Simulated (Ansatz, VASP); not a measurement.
BaTiO3 in VASP and in Ansatz

The input INCAR:

```
SYSTEM = BaTiO3
PREC = Accurate ; ENCUT = 1000
EDIFF = 1E-8 ; ISMEAR = -1
SIGMA = 0.05 ; LREAL = .FALSE.
LASPH = .TRUE. ; NELM = 120
ALGO = Normal ; ISIF = 2
LWAVE = .FALSE. ; LCHARG = .FALSE.
GGA = PE ; LEFG = .TRUE.
NBANDS = 28 ; GGA_COMPAT = .FALSE.
```

Contents of KPOINTS:

```
regular mesh
0
G
  8 8 8
  0 0 0
```

Contents of POSCAR:

```
BaTiO3
1.0
    3.9672270000      0.0000000000      0.0000000000
    0.0000000000      3.9672270000      0.0000000000
    0.0000000000      0.0000000000      4.0073000000
Ba Ti O
1 1 3
Direct
    0.5000000000      0.5000000000      0.5000000000
    0.0000000000      0.0000000000      0.0000000000
    0.5000000000      0.0000000000      0.0000000000
    0.0000000000      0.5000000000      0.0000000000
    0.0000000000      0.0000000000      0.5000000000
```

Input for Ansatz:

```yaml
crystal:
  lattice:
    - [3.967227, 0.0, 0.0]
    - [0.0, 3.967227, 0.0]
    - [0.0, 0.0, 4.0073]
  atoms:
    - { symbol: Ba, position: [0.5, 0.5, 0.5] }
    - { symbol: Ti, position: [0.0, 0.0, 0.0] }
    - { symbol: O, position: [0.5, 0.0, 0.0] }
    - { symbol: O, position: [0.0, 0.5, 0.0] }
    - { symbol: O, position: [0.0, 0.0, 0.5] }
kpoints:
  mp_grid: { grid: [8, 8, 8] }
scf:
  occupations: { method: fermi_dirac, width: 0.05 }
hamiltonian:
  xc: pbe
  pseudopotentials: { kind: paw }
output:
  forces: true
  stress: true
  eigenvalues: true
  efg: { contact_densities: true }
  write_density: true
  write_potential: true
  elf: true
  volumetric_format: npy
```

Change from the starting cell: equal xx and yy strain of -1 %, PAW files.

Alike in both runs: task electric field gradients; functional PBE; k mesh 8 × 8 × 8; occupations fermi-dirac, width 0.05 eV; no spin polarisation.

|  | VASP | Ansatz |
| --- | --- | --- |
| version | VASP 6.6.1 | Ansatz 0.2.0 |
| potentials or method | VASP PAW PBE potentials, release 64 (Ba_sv, Ti_sv, O_h) | PAW with Ansatz's default frozen-core files, scalar-relativistic |
| plane-wave cutoff (eV) | 1000 | 420 |
| valence electrons in the cell | 40 | 40 |

Ansatz gave:

| Item | Value |
| --- | --- |
| size of Vzz on the site where it differs most (V/Å²) | 22.8 |

Task: Which values does VASP return?

Result: Size of Vzz on the site where it differs most (V/Å²): 21.9.

Neither program's run includes spin-orbit coupling.
